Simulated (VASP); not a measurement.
# Si (P6_3/mmc) in VASP: vibrations by perturbation theory with LDA

Aim: the vibrations by perturbation theory of Si with LDA.

Everything below comes from runs of VASP 6.6.1. Logs are shortened: lines on timing, memory, paths and dates and some standing lists are left out, and cuts for length are marked.

## 1. The cell of the first run

The structure is hexagonal, space group P6_3/mmc (No. 194). Conventional cell: a = 2.444 Å, b = 2.444 Å, c = 4.152 Å, α = 90.00°, β = 90.00°, γ = 120.00°. Si (site symmetry -6m2) has 12 Si at 2.44 to 2.51 Å within 3.2 Å.

## 2. Vibrations by perturbation theory, LDA

Input file INCAR:

```
SYSTEM = Si
ALGO = Normal
EDIFF = 1E-8
ENCUT = 520
GGA = CA
IBRION = 8
ISIF = 2
ISMEAR = -1
LASPH = .TRUE.
LCHARG = .TRUE.
LREAL = .FALSE.
LWAVE = .FALSE.
NELM = 60
NSW = 1
PREC = Accurate
SIGMA = 0.3
```

Input file KPOINTS:

```
k-points
0
G
  8 8 4
  0 0 0
```

Input file POSCAR:

```
Si
1.0
    2.4440000000      0.0000000000      0.0000000000
   -1.2220000000      2.1165660900      0.0000000000
    0.0000000000      0.0000000000      4.1520000000
Si
2
Direct
    0.3333333333      0.6666666667      0.2500000000
    0.6666666667      0.3333333333      0.7500000000
```

Potentials or basis: VASP PAW LDA potentials, release 64 (Si).

Run with:

```console
$ cat potpaw_LDA.64/Si/POTCAR > POTCAR
$ mpirun -np 1 vasp_std > vasp.out
```

OUTCAR:

```text
SYSTEM = Si
   EDIFF = 1E-8
   ENCUT = 520
   GGA = CA
   IBRION = 8
   ISIF = 2
   ISMEAR = -1
   LASPH = .TRUE.
   LREAL = .FALSE.
   NELM = 60
   NSW = 1
   PREC = Accurate

 ion  position               nearest neighbor table
   1  0.333  0.667  0.250-   2 2.51   2 2.51   2 2.51   2 2.51   2 2.51   2 2.51
   2  0.667  0.333  0.750-   1 2.51   1 2.51   1 2.51   1 2.51   1 2.51   1 2.51

  LATTYP: Found a hexagonal cell.
 ALAT       =     2.4440000000
 C/A-ratio  =     1.6988543372

  Lattice vectors:

 A1 = (   2.4440000000,   0.0000000000,   0.0000000000)
 A2 = (  -1.2220000000,   2.1165660900,   0.0000000000)
 A3 = (   0.0000000000,   0.0000000000,   4.1520000000)

Analysis of symmetry for initial positions (statically):
=====================================================================
 Subroutine PRICEL returns:
 Original cell was already a primitive cell.

 Routine SETGRP: Setting up the symmetry group for a
 hexagonal supercell.

 Subroutine GETGRP returns: Found 24 space group operations
 (whereof 12 operations were pure point group operations)
 out of a pool of 24 trial point group operations.

The static configuration has the point symmetry D_3d.
 The point group associated with its full space group is D_6h.

Analysis of symmetry for dynamics (positions and initial velocities):
=====================================================================
 Subroutine PRICEL returns:
 Original cell was already a primitive cell.

 Routine SETGRP: Setting up the symmetry group for a
 hexagonal supercell.

 Subroutine GETGRP returns: Found 24 space group operations
 (whereof 12 operations were pure point group operations)
 out of a pool of 24 trial point group operations.

The dynamic configuration has the point symmetry D_3d.
 The point group associated with its full space group is D_6h.

 Subroutine INISYM returns: Found 24 space group operations
 (whereof 12 operations are pure point group operations),
 and found     1 'primitive' translations

----------------------------------------------------------------------------------------

                                     Primitive cell

  volume of cell :      21.4778

  direct lattice vectors                    reciprocal lattice vectors
     2.444000000  0.000000000  0.000000000     0.409165303  0.236231697  0.000000000
    -1.222000000  2.116566090  0.000000000     0.000000000  0.472463395  0.000000000
     0.000000000  0.000000000  4.152000000     0.000000000  0.000000000  0.240847784

  length of vectors
     2.444000000  2.444000003  4.152000000     0.472463395  0.472463395  0.240847784

  position of ions in fractional coordinates (direct lattice)
     0.333333333  0.666666667  0.250000000
     0.666666667  0.333333333  0.750000000

  ion indices of the primitive-cell ions
   primitive index   ion index
                 1           1
                 2           2

----------------------------------------------------------------------------------------

 KPOINTS: k-points

Automatic generation of k-mesh.
 Grid dimensions read from file:
 generate k-points for:    8    8    4

 Generating k-lattice:

  Cartesian coordinates                     Fractional coordinates (reciprocal lattice)
     0.051145663  0.029528962  0.000000000     0.125000000  0.000000000  0.000000000
     0.000000000  0.059057924  0.000000000     0.000000000  0.125000000  0.000000000
     0.000000000  0.000000000  0.060211946     0.000000000  0.000000000  0.250000000

  Length of vectors
[... 87 lines left out ...]
  energy-cutoff  :      520.00
  volume of cell :       21.48
 maximum number of plane-waves:       592
   NGX =  9   NGY =  9   NGZ = 15

--------------------------------------- Ionic step        1  -------------------------------------------

 number of electron       8.0000001 magnetization

 Free energy of the ion-electron system (eV)
  ---------------------------------------------------
  ext. energy  EPLUGINS =         0.00000000
  ---------------------------------------------------
  free energy    TOTEN  =       -10.54052597 eV

  energy without entropy =      -10.33383155  energy(sigma->0) =      -10.43717876

 E-fermi :  14.6942     XC(G=0): -12.5063

 val. band max:       14.6162826759   @ k =   0.3750  -0.0000   0.2500
 cond. band min:      14.7171795653   @ k =   0.3750   0.2500   0.2500
 fundamental gap:      0.1008968893
 Fermi energy:        14.6941709413

 k-point     1 :       0.0000    0.0000    0.0000
  band No.  band energies     occupation
      1      -2.8342      2.00000
      2       5.3693      2.00000
      3       5.3753      2.00000
      4      25.9206      0.00000
      5      25.9206      0.00000
      6      26.3666      0.00000
      7      26.3779      0.00000
      8      26.3779      0.00000
[... 243 lines left out ...]
 k-point    24 :       0.3750   -0.0000    0.5000
  band No.  band energies     occupation
      1       3.6710      2.00000
      2       3.6710      2.00000
      3      11.3793      1.99997
      4      11.3793      1.99997
      5      19.1852      0.00000
      6      19.1852      0.00000
      7      21.5736      0.00000
      8      21.5736      0.00000

 [... further k-points ...]
[... 5 lines left out ...]
  --------------------------------------------------------------------------------------
  -------------------------------------------------------------------------------------
  Total        6.0125485      6.0125485      5.3891520     -0.0000000      0.0000000     -0.0000000
  in kB      448.5168793    448.5168806    402.0134961     -0.0000000      0.0000000     -0.0000000
  external PRESSURE =     433.0157520 kB  Pullay stress =       0.0000000 kB

 VOLUME and BASIS-vectors are now :
 -----------------------------------------------------------------------------
  energy-cutoff  :      520.00
  volume of cell :       21.48
      direct lattice vectors                 reciprocal lattice vectors
     2.444000000  0.000000000  0.000000000     0.409165303  0.236231697  0.000000000
    -1.222000000  2.116566090  0.000000000     0.000000000  0.472463395  0.000000000
     0.000000000  0.000000000  4.152000000     0.000000000  0.000000000  0.240847784

 POSITION                                       TOTAL-FORCE (eV/Angst)
 -----------------------------------------------------------------------------------
     -0.00000      1.41104      1.03800         0.000000     -0.000000      0.000000
      1.22200      0.70552      3.11400        -0.000000      0.000000      0.000000
 -----------------------------------------------------------------------------------
    total drift:                               -0.000000      0.000000     -0.000000

  FREE ENERGIE OF THE ION-ELECTRON SYSTEM (eV)
  ---------------------------------------------------
  free  energy   TOTEN  =       -10.5405259686 eV

  energy  without entropy=      -10.3338315526  energy(sigma->0) =      -10.43717876

[... ionic steps 2 to 3 ...]

--------------------------------------- Ionic step        4  -------------------------------------------

------------------------ aborting loop because EDIFF is reached ----------------------------------------

[... ionic steps 5 to 5 ...]

--------------------------------------- Ionic step        6  -------------------------------------------

 Free energy of the ion-electron system (eV)
  ---------------------------------------------------
  ---------------------------------------------------
  free energy    TOTEN  =        -0.03495700 eV

  energy without entropy =       -0.03495700

------------------------ aborting loop because EDIFF is reached ----------------------------------------

 INTERNAL STRAIN TENSOR  FOR ION    1  DIRECTION 3   (eV/Angst):
 -----------------------------------------------------------------------------
     0.00286  0.00000  0.00000
    -0.00000  0.00286  0.00000
     0.00000  0.00000 -0.00536

 INTERNAL STRAIN TENSOR FOR ION    2 for displacements in x,y,z  (eV/Angst):
          X           Y           Z          XY          YZ          ZX
  --------------------------------------------------------------------------------
  x    -0.00000     0.00000     0.00000    -0.11234     0.00000     0.00000
  y    -0.11234     0.11234     0.00000     0.00000     0.00000     0.00000
  z    -0.00000    -0.00000     0.00000     0.00000     0.00000     0.00000

 SECOND DERIVATIVES (NOT SYMMETRIZED)
 ------------------------------------
               1X          1Y          1Z          2X          2Y          2Z
  1X    -0.570945    0.000000    0.000000    0.570945    0.000000    0.000000
  1Y     0.000000   -0.570945    0.000000    0.000000    0.570945    0.000000
  1Z     0.000000   -0.000000  -14.438412   -0.000000    0.000000   14.438412
  2X     0.570945    0.000000    0.000000   -0.570945    0.000000    0.000000
  2Y     0.000000    0.570945    0.000000    0.000000   -0.570945    0.000000
  2Z    -0.000000    0.000000   14.438412    0.000000   -0.000000  -14.438412

 Eigenvectors and eigenvalues of the dynamical matrix
 ----------------------------------------------------

   1 f  =   15.852152 THz    99.602008 2PiTHz  528.770871 cm-1    65.559203 meV
             X         Y         Z           dx          dy          dz
     -0.000000  1.411044  1.038000     0.000000   -0.000000    0.707107
      1.222000  0.705522  3.114000    -0.000000    0.000000   -0.707107
[... 11 lines left out ...]
   4 f  =    0.000000 THz     0.000001 2PiTHz    0.000003 cm-1     0.000000 meV
             X         Y         Z           dx          dy          dz
     -0.000000  1.411044  1.038000     0.006007   -0.155638   -0.689740
      1.222000  0.705522  3.114000     0.006007   -0.155638   -0.689740

   5 f/i=    0.000000 THz     0.000000 2PiTHz    0.000001 cm-1     0.000000 meV
             X         Y         Z           dx          dy          dz
     -0.000000  1.411044  1.038000     0.704537   -0.057149    0.019032
      1.222000  0.705522  3.114000     0.704537   -0.057149    0.019032

   6 f/i=    0.000000 THz     0.000000 2PiTHz    0.000002 cm-1     0.000000 meV
             X         Y         Z           dx          dy          dz
     -0.000000  1.411044  1.038000    -0.059935   -0.687394    0.154587
      1.222000  0.705522  3.114000    -0.059935   -0.687394    0.154587

--------------------------------------------------------------------------------------------------------

 ELASTIC MODULI CONTR FROM IONIC RELAXATION (kBar)
 Direction    XX          YY          ZZ          XY          YZ          ZX
 --------------------------------------------------------------------------------
 XX          -1.6489      1.6489      0.0000      0.0000      0.0000      0.0000
 YY           1.6489     -1.6489      0.0000     -0.0000      0.0000      0.0000
 ZZ           0.0000      0.0000      0.0000      0.0000      0.0000      0.0000
 XY           0.0000     -0.0000      0.0000     -1.6489      0.0000      0.0000
 YZ           0.0000      0.0000      0.0000      0.0000      0.0000      0.0000
 ZX           0.0000      0.0000      0.0000      0.0000      0.0000      0.0000
 --------------------------------------------------------------------------------
```

Run time: 32 s. Hardware: 1 thread of AMD EPYC 7R43 (Zen 3), shared host; peak memory 0.11 GiB.

What came out:

```yaml
Highest_phonon_frequency_at_Γ: 529 cm⁻¹
```

Phonon frequencies in cm⁻¹ (negative: imaginary):
```csv
q point,frequencies
"(0.000, 0.000, 0.000)",0 0 0 105 105 529
```

Caveat: the k points lie up to 0.38 Å⁻¹ apart; the cell wasn't relaxed at this level first, which shifts response properties.
